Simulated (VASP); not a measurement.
Input of a VASP 6.6.1 run:

POSCAR

```
GaP
1.0
    0.0000000000      2.7253992985      2.7253992985
    2.7253992985      0.0000000000      2.7253992985
    2.7253992985      2.7253992985      0.0000000000
Ga P
1 1
Direct
    0.0000000000      0.0000000000      0.0000000000
    0.2500000000      0.2500000000      0.2500000000
```

INCAR.step1

```
SYSTEM = GaP
PREC = Accurate ; ENCUT = 500
EDIFF = 1E-8 ; ISMEAR = 0
SIGMA = 0.01 ; LREAL = .False.
LASPH = .True. ; NELM = 100
ALGO = Normal ; LWAVE = .True.
LCHARG = .False. ; GGA = PE
```

The input INCAR.step2:

```
SYSTEM = GaP
PREC = Accurate ; ENCUT = 500
EDIFF = 1E-8 ; ISMEAR = 0
SIGMA = 0.01 ; LREAL = .False.
LASPH = .True. ; NELM = 1
ALGO = Exact ; LWAVE = .True.
LCHARG = .False. ; GGA = PE
NBANDS = 74 ; LOPTICS = .True.
ISTART = 1
```

The input INCAR.step3:

```
SYSTEM = GaP
PREC = Accurate ; ENCUT = 500
EDIFF = 1E-8 ; ISMEAR = 0
SIGMA = 0.01 ; LREAL = .False.
LASPH = .True. ; ALGO = EVGW0
LWAVE = .False. ; LCHARG = .False.
GGA = PE ; NELMGW = 1
NBANDS = 74 ; ENCUTGW = 80.0
NOMEGA = 96 ; PRECFOCK = Fast
ISTART = 1 ; NBANDSGW = 17
OMEGAMAX = 20
```

Contents of KPOINTS:

```
Automatic mesh
0
Gamma
  4 4 4
  0 0 0
```

Potentials or basis: VASP PAW PBE potentials, release 64 (Ga_d_GW, P_GW).

Command:

```console
$ cat potpaw_PBE.64/Ga_d_GW/POTCAR potpaw_PBE.64/P_GW/POTCAR > POTCAR
$ cp INCAR.step1 INCAR
$ mpirun -np 1 vasp_std > vasp.out
$ cp INCAR.step2 INCAR
$ mpirun -np 1 vasp_std > vasp.out
$ cp INCAR.step3 INCAR
$ mpirun -np 1 vasp_std > vasp.out
```

Question: Estimate the quasiparticle gap.

Answer: 1.97 eV.

Question: What does it give for the least direct quasiparticle gap?

Answer: 2.73 eV.

Question: What does it give for the band gap of the starting levels on the mesh?

Answer: 1.63 eV.

Question: Predict the least direct gap of the starting levels on the mesh.

Answer: 1.81 eV.

Caveat: the k points lie up to 0.50 Å⁻¹ apart; bands, screening cutoff and mesh are small and nothing is extrapolated, so the quasiparticle values aren't converged.
